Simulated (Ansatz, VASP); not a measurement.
# One calculation of W, two programs

INCAR

```
ALGO = Normal
EDIFF = 1E-6
ENCUT = 520
GGA = PE
ISIF = 2
ISMEAR = -1
LASPH = T
LCHARG = T
LELF = T
LREAL = F
LVHAR = T
LWAVE = F
NBANDS = 13
NELM = 80
PREC = Accurate
SIGMA = 0.08
```

The input KPOINTS:

```
k-points
0
Gamma
  14 14 14
```

File POSCAR:

```
W
1.0
   -1.6212595000      1.6212595000      1.5973000000
    1.6212595000     -1.6212595000      1.5973000000
    1.6212595000      1.6212595000     -1.5973000000
W
1
Direct
    0.0000000000      0.0000000000      0.0000000000
```

Input for Ansatz:

```yaml
crystal:
  lattice:
    - [-1.6212595, 1.6212595, 1.5973]
    - [1.6212595, -1.6212595, 1.5973]
    - [1.6212595, 1.6212595, -1.5973]
  atoms:
    - { symbol: W, position: [0.0, 0.0, 0.0] }
kpoints:
  mp_grid: { grid: [14, 14, 14] }
scf:
  occupations: { method: fermi_dirac, width: 0.08 }
hamiltonian:
  xc: pbe
  pseudopotentials: { kind: all_electron, lapw: { basis_error: 0.001 } }
output:
  forces: true
  stress: true
  eigenvalues: true
```

Change from the starting cell: x and y stretched by +1.5 %, z held.

Alike in both runs: task single point; functional PBE; k mesh 14 × 14 × 14; occupations fermi-dirac, width 0.08 eV; no spin polarisation.

|  | VASP | Ansatz |
| --- | --- | --- |
| version | VASP 6.6.1 | Ansatz 0.2.0 |
| potentials or method | VASP PAW PBE potentials, release 64 (W_sv), cutoff 520 eV | all-electron LAPW, scalar-relativistic |

|  | VASP | Ansatz | Ansatz less VASP |
| --- | --- | --- | --- |
| pressure (GPa) | -10.6 | -10.8 | -0.24 |
| traceless stress, the component that is largest in VASP (GPa) | 2.74 | 2.73 | -0.008 |

Ansatz ran all-electron here, and VASP with PAW potentials.

Spin-orbit coupling is off throughout.
